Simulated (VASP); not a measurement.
# BaS (I4/mmm) in VASP: a series of runs

Runs on BaS. Level: PBEsol. Tasks: single point.

All numbers are computed with VASP 6.6.1; they aren't measurements. Logs are shortened: lines on timing, memory, paths and dates and some standing lists are left out, and cuts for length are marked.

## (1) The cell of the first run

Symmetry: I4/mmm, No. 139, tetragonal system. Conventional cell: a = 4.455 Å, b = 4.455 Å, c = 6.342 Å, α = 90.00°, β = 90.00°, γ = 90.00°. Within 4.1 Å of Ba (site symmetry 4/mmm) lie 6 S at 3.15 to 3.17 Å. S (site symmetry 4/mmm) has 6 Ba at 3.15 to 3.17 Å within 4.1 Å.

## (2) Single point, PBEsol (in-plane strain -0.005, then relaxed in part)

Input file INCAR:

```
SYSTEM = BaS
PREC     = Accurate       ! precision mode
ENCUT    = 520            ! plane-wave cutoff, eV
EDIFF    = 1E-6           ! SCF threshold, eV
ISMEAR   = 0              ! smearing method
SIGMA    = 0.01           ! smearing width, eV
LREAL    = .False.        ! projectors in reciprocal space
LASPH    = .True.         ! aspherical terms in the spheres
NELM     = 100            ! most SCF steps
ALGO     = Normal         ! electronic algorithm
ISIF     = 2              ! what is computed and relaxed
LWAVE    = .False.        ! write WAVECAR
LCHARG   = .False.        ! write CHGCAR
GGA      = PS             ! functional
NBANDS   = 15             ! bands
```

Input file KPOINTS:

```
regular mesh
0
Gamma
  6 6 6
  0 0 0
```

Input file POSCAR:

```
BaS
1.0
    3.1504650506      3.1504650506      0.0000000000
   -3.1504650506      3.1504650506      0.0000000000
    0.0000000000      3.1504650506      3.1712285713
Ba S
1 1
Direct
    0.0000000000      0.0000000000      0.0000000000
    0.5000000000      0.5000000000      0.0000000000
```

Potentials or basis: VASP PAW PBE potentials, release 64 (Ba_sv, S).

Started as:

```sh
$ cat potpaw_PBE.64/Ba_sv/POTCAR potpaw_PBE.64/S/POTCAR > POTCAR
$ mpirun -np 1 vasp_std > vasp.out
```

OUTCAR:

```text
SYSTEM = BaS
   PREC = Accurate
   ENCUT = 520
   EDIFF = 1E-6
   ISMEAR = 0
   LREAL = .False.
   LASPH = .True.
   NELM = 100
   ISIF = 2
   GGA = PS

 ion  position               nearest neighbor table
   1  0.000  0.000  0.000-   2 3.15   2 3.15   2 3.15   2 3.15   2 3.17   2 3.17
   2  0.500  0.500  0.000-   1 3.15   1 3.15   1 3.15   1 3.15   1 3.17   1 3.17

  LATTYP: Found a body centered tetragonal cell.
 ALAT       =     4.4554304023
 C/A-ratio  =     1.4235341078

  Lattice vectors:

 A1 = (   3.1504650506,   0.0000000000,  -3.1712285713)
 A2 = (  -3.1504650506,   0.0000000000,  -3.1712285713)
 A3 = (   0.0000000000,   3.1504650506,   3.1712285713)

Analysis of symmetry for initial positions (statically):
=====================================================================
 Subroutine PRICEL returns:
 Original cell was already a primitive cell.

 Routine SETGRP: Setting up the symmetry group for a
 body centered tetragonal supercell.

 Subroutine GETGRP returns: Found 16 space group operations
 (whereof 16 operations were pure point group operations)
 out of a pool of 16 trial point group operations.

The static configuration has the point symmetry D_4h.

Analysis of symmetry for dynamics (positions and initial velocities):
=====================================================================
 Subroutine PRICEL returns:
 Original cell was already a primitive cell.

 Routine SETGRP: Setting up the symmetry group for a
 body centered tetragonal supercell.

 Subroutine GETGRP returns: Found 16 space group operations
 (whereof 16 operations were pure point group operations)
 out of a pool of 16 trial point group operations.

The dynamic configuration has the point symmetry D_4h.

 Subroutine INISYM returns: Found 16 space group operations
 (whereof 16 operations are pure point group operations),
 and found     1 'primitive' translations

----------------------------------------------------------------------------------------

                                     Primitive cell

  volume of cell :      62.9516

  direct lattice vectors                    reciprocal lattice vectors
     3.150465051  3.150465051  0.000000000     0.158706728  0.158706728 -0.157667601
    -3.150465051  3.150465051  0.000000000    -0.158706728  0.158706728 -0.157667601
     0.000000000  3.150465051  3.171228571     0.000000000  0.000000000  0.315335201

  length of vectors
     4.455430402  4.455430402  4.470136540     0.274289488  0.274289488  0.315335201

  position of ions in fractional coordinates (direct lattice)
     0.000000000  0.000000000  0.000000000
     0.500000000  0.500000000  0.000000000

[... 84 lines left out ...]
   POTIM  = 0.5000    time-step for ionic-motion
   TEBEG  =    0.0;   TEEND  =   0.0 temperature during run
   PSTRESS=    0.0 pullay stress
   NELECT =      16.0000    total number of electrons
   NUPDOWN=      -1.0000    fix difference up-down
   EMIN   =  10.00;   EMAX   =-10.00  energy-range for DOS
   EFERMI =   0.00;   METHOD = LEGACY
   ISMEAR =     0;   SIGMA  =   0.01  broadening in eV -4-tet -1-fermi 0-gaus
   EFERMI_NEDOS =   21; number of points for ismear=-14 and -15
   IALGO  =     38    algorithm
   IMIX   =      4    mixing-type and parameters
     AMIX     =   0.40;   BMIX     =  1.00
     AMIX_MAG =   1.60;   BMIX_MAG =  1.00
  volume/ion in A,a.u.               =      31.48       212.41
  Fermi-wavevector in a.u.,A,eV,Ry     =   1.037001  1.959648 14.631313  1.075371
  Thomas-Fermi vector in A             =   2.171418
   LORBIT       =      0    0 simple, 1 ext, 2 COOP (PROOUT), +10 PAW based schemes
   GGA     = PS    functional components
   LHFCALC =     F    Hartree Fock is set to
   AEXX    =    0.0000 exact exchange contribution
   IVDW    =     0    specifies the selected vdW correction
   LEPSILON=     F    determine dielectric tensor
   LRPA    =     F    only Hartree local field effects (RPA)
 non-spin polarized calculation
 Gauss-broadening in eV      SIGMA  =   0.01
  energy-cutoff  :      520.00
  volume of cell :       62.95
 maximum number of plane-waves:      1716
 NGX is ok and might be reduce to    36
   NGX = 17   NGY = 17   NGZ = 17

 number of electron      15.9999998 magnetization

 Free energy of the ion-electron system (eV)
  ---------------------------------------------------
  ext. energy  EPLUGINS =         0.00000000
  ---------------------------------------------------
  free energy    TOTEN  =       -10.71352929 eV

  energy without entropy =      -10.71352929  energy(sigma->0) =      -10.71352929

 E-fermi :   1.5766     XC(G=0):  -8.9673

 val. band max:        1.5338816618   @ k =   0.0000   0.0000   0.0000
 cond. band min:       3.4401726062   @ k =   0.5000   0.5000   0.0000
 fundamental gap:      1.9062909445
 Fermi energy:         1.5765504349

 k-point     1 :       0.0000    0.0000    0.0000
  band No.  band energies     occupation
      1     -24.4065      2.00000
      2      -9.4451      2.00000
      3      -9.4451      2.00000
      4      -9.4430      2.00000
      5      -8.8817      2.00000
      6       1.5091      2.00000
      7       1.5339      2.00000
      8       1.5339      2.00000
      9       5.0983      0.00000
     10       5.2751      0.00000
     11       5.3238      0.00000
     12       5.3238      0.00000
     13       6.2815      0.00000
     14       6.3190      0.00000
[... 401 lines left out ...]
      2     -10.3848      2.00000
      3      -9.7586      2.00000
      4      -9.6490      2.00000
      5      -7.9474      2.00000
      6       0.1458      2.00000
      7       0.7861      2.00000
      8       0.8643      2.00000
      9       5.9311      0.00000
     10       6.0494      0.00000
     11       8.2721      0.00000
     12       8.6316      0.00000
     13       8.9962      0.00000
     14      10.9799      0.00000
     15      11.2912      0.00000

 [... further k-points ...]
[... 5 lines left out ...]
  --------------------------------------------------------------------------------------
  -------------------------------------------------------------------------------------
  Total        0.5147185      0.5147185      0.2622445      0.0000000      0.0000000      0.0000000
  in kB       13.1000652     13.1000652      6.6743664      0.0000000      0.0000000      0.0000000
  external PRESSURE =      10.9581656 kB  Pullay stress =       0.0000000 kB

 VOLUME and BASIS-vectors are now :
 -----------------------------------------------------------------------------
  energy-cutoff  :      520.00
  volume of cell :       62.95
      direct lattice vectors                 reciprocal lattice vectors
     3.150465051  3.150465051  0.000000000     0.158706728  0.158706728 -0.157667601
    -3.150465051  3.150465051  0.000000000    -0.158706728  0.158706728 -0.157667601
     0.000000000  3.150465051  3.171228571     0.000000000  0.000000000  0.315335201

 POSITION                                       TOTAL-FORCE (eV/Angst)
 -----------------------------------------------------------------------------------
      0.00000      0.00000      0.00000         0.000000     -0.000000      0.000000
      0.00000      3.15047      0.00000        -0.000000      0.000000      0.000000
 -----------------------------------------------------------------------------------
    total drift:                               -0.000000      0.000000     -0.000000

  FREE ENERGIE OF THE ION-ELECTRON SYSTEM (eV)
  ---------------------------------------------------
  free  energy   TOTEN  =       -10.7135292933 eV

  energy  without entropy=      -10.7135292933  energy(sigma->0) =      -10.71352929
```

OSZICAR:

```text
N       E                     dE             d eps       ncg     rms          rms(c)
DAV:   1     0.804475899754E+02    0.80448E+02   -0.67004E+03   900   0.917E+02
DAV:   2    -0.643528932073E+01   -0.86883E+02   -0.78238E+02  1225   0.168E+02
DAV:   3    -0.110435079795E+02   -0.46082E+01   -0.45769E+01  1191   0.406E+01
DAV:   4    -0.111370473588E+02   -0.93539E-01   -0.93512E-01  1139   0.597E+00
DAV:   5    -0.111395971782E+02   -0.25498E-02   -0.25497E-02  1241   0.772E-01    0.485E+00
DAV:   6    -0.107180825333E+02    0.42151E+00   -0.54924E-01  1054   0.453E+00    0.334E+00
DAV:   7    -0.107088491061E+02    0.92334E-02   -0.13664E-01  1146   0.208E+00    0.180E+00
DAV:   8    -0.107137394162E+02   -0.48903E-02   -0.19004E-02   970   0.897E-01    0.220E-01
DAV:   9    -0.107131306219E+02    0.60879E-03   -0.27156E-03  1180   0.331E-01    0.104E-01
DAV:  10    -0.107135264068E+02   -0.39578E-03   -0.47633E-04   984   0.154E-01    0.272E-02
DAV:  11    -0.107135284179E+02   -0.20111E-05   -0.49753E-05  1201   0.463E-02    0.572E-03
DAV:  12    -0.107135292933E+02   -0.87538E-06   -0.41680E-06   970   0.122E-02
   1 F= -.10713529E+02 E0= -.10713529E+02  d E =-.647324E-12
```

stdout:

```text
POSCAR found type information on POSCAR BaS
 POSCAR found :  2 types and       2 ions
 scaLAPACK will be used
 -----------------------------------------------------------------------------
|                                                                             |
|                                                                             |
|     You enforced a specific xc type in the INCAR file but a different       |
|     I HOPE YOU KNOW WHAT YOU ARE DOING!                                     |
|                                                                             |
 -----------------------------------------------------------------------------

 LDA part: xc-table for (Slater+PW92), standard interpolation
 POSCAR, INCAR and KPOINTS ok, starting setup
 FFT: planning ... GRIDC
 FFT: planning ... GRID_SOFT
 FFT: planning ... GRID
 WAVECAR not read
 entering main loop
```

It used 20 s of CPU time on 1 thread of Intel Xeon 6975P-C, on a shared host.

Results:

* Free energy: -10.7135 eV
* Pressure: 1.1 GPa
* Band gap on the k mesh: 1.91 eV, indirect (least direct gap 2.02 eV)

Caveat: the cell differs from its parent crystal (in-plane strain -0.005, then relaxed in part); the PAW data sets were made with another functional, which shifts forces and pressure a little; spin-orbit coupling is left out, which moves the levels of the heavy elements. A k mesh can miss the band edges.

## (3) Single point, PBEsol (in-plane strain -0.005)

Input file INCAR:

```
  ALGO = Normal
  EDIFF = 1E-6
  ENCUT = 520
  GGA = PS
  ISIF = 2
  ISMEAR = 0
  LASPH = True
  LCHARG = False
  LREAL = False
  LWAVE = False
  NBANDS = 15
  NELM = 100
  PREC = Accurate
  SIGMA = 0.01
```

Input file KPOINTS:

```
k-points
0
Gamma
  6 6 6
```

Edit POSCAR of step 2 so:

```diff
@@ -4,3 +4,3 @@
    -3.1504650506      3.1504650506      0.0000000000
-    0.0000000000      3.1504650506      3.1712285713
+    0.0000000000      3.1504650506      3.1757954228
 Ba S
```

Potentials or basis: VASP PAW PBE potentials, release 64 (Ba_sv, S).

Started as:

```sh
$ cat potpaw_PBE.64/Ba_sv/POTCAR potpaw_PBE.64/S/POTCAR > POTCAR
$ mpirun -np 1 vasp_std > vasp.out
```

It used 22 s of CPU time on 1 thread of Intel Xeon 6975P-C (shared host).

It converged, with:

```yaml
Free_energy: -10.7139 eV
Pressure: 1.0 GPa
Band_gap_on_the_k_mesh: 1.91 eV, indirect (least direct gap 2.03 eV)
```

Stress tensor (GPa, compression positive):
```
1.28 0.00 0.00
0.00 1.28 0.00
0.00 0.00 0.51
```

Levels at points of the mesh, in eV from the valence-band top:
```csv
k point,band 5,band 6,band 7,band 8,band 9,band 10,band 11,band 12
"(0.00, 0.00, 0.00)",-10.41,-0.03,0.00,0.00,3.55,3.73,3.79,3.79
"(0.50, 0.00, 0.00)",-8.98,-2.08,-1.19,-1.18,5.57,5.61,6.36,6.38
"(0.50, 0.50, 0.00)",-10.32,-0.49,-0.15,-0.12,1.91,5.97,6.13,7.61
"(0.00, 0.00, 0.50)",-10.32,-0.54,-0.12,-0.12,1.91,5.96,6.11,7.66
```

Caveat: the cell differs from its parent crystal (in-plane strain -0.005); the PAW data sets were made with another functional, which shifts forces and pressure a little; spin-orbit coupling is left out, which moves the levels of the heavy elements. A k mesh can miss the band edges.
